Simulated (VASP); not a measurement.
Wanted: the native input for a VASP 6.6.1 run.

```yaml
Task: single point
Functional: PBE
Potentials_or_basis: VASP PAW PBE potentials, release 64 (Mg)
Cutoff: 520 eV
k_mesh: 10 × 10 × 3
Occupations: gaussian, width 0.027 eV
Spin: no spin polarisation
Dipole_correction: no
Further_INCAR_settings: ALGO = Fast; EDIFF = 1e-07; NBANDS = 12
```

The structure of Mg lies in POSCAR:

```
Mg
1.0
    3.1768261656      0.0000000000      0.0000000000
   -1.5884130828      2.7512121628      0.0000000000
    0.0000000000      0.0000000000     10.3188620100
Mg
4
Direct
    0.6666666667      0.3333333333      0.7500000000
    0.0000000000      0.0000000000      0.5000000000
    0.3333333333      0.6666666667      0.2500000000
    0.0000000000      0.0000000000      0.0000000000
```

These files were run (other wordings do the same):

INCAR

```
PREC     = Accurate       # precision mode
ENCUT    = 520            # plane-wave cutoff, eV
EDIFF    = 1E-7           # SCF threshold, eV
ISMEAR   = 0              # smearing method
SIGMA    = 0.027000000000000003 # smearing width, eV
LREAL    = F              # projectors in reciprocal space
LASPH    = T              # aspherical terms in the spheres
NELM     = 80             # most SCF steps
ALGO     = Fast           # electronic algorithm
ISIF     = 2              # what is computed and relaxed
LWAVE    = F              # write WAVECAR
LCHARG   = F              # write CHGCAR
GGA      = PE             # functional
NBANDS   = 12             # bands
```

KPOINTS

```
regular mesh
0
Gamma
  10 10 3
```

Potentials or basis: VASP PAW PBE potentials, release 64 (Mg).

Run with:

```console
$ cat potpaw_PBE.64/Mg/POTCAR > POTCAR
$ mpirun -np 1 vasp_std > vasp.out
```

It gave:

```json
{
  "Pressure": "0.8 GPa",
  "Band gap on the k mesh": "zero (bands 4 and 5 overlap by 1.89 eV)"
}
```

Wall time 30 s on 1 thread of Intel Xeon 8259CL, with other jobs on the host, peak memory 0.2 GiB.
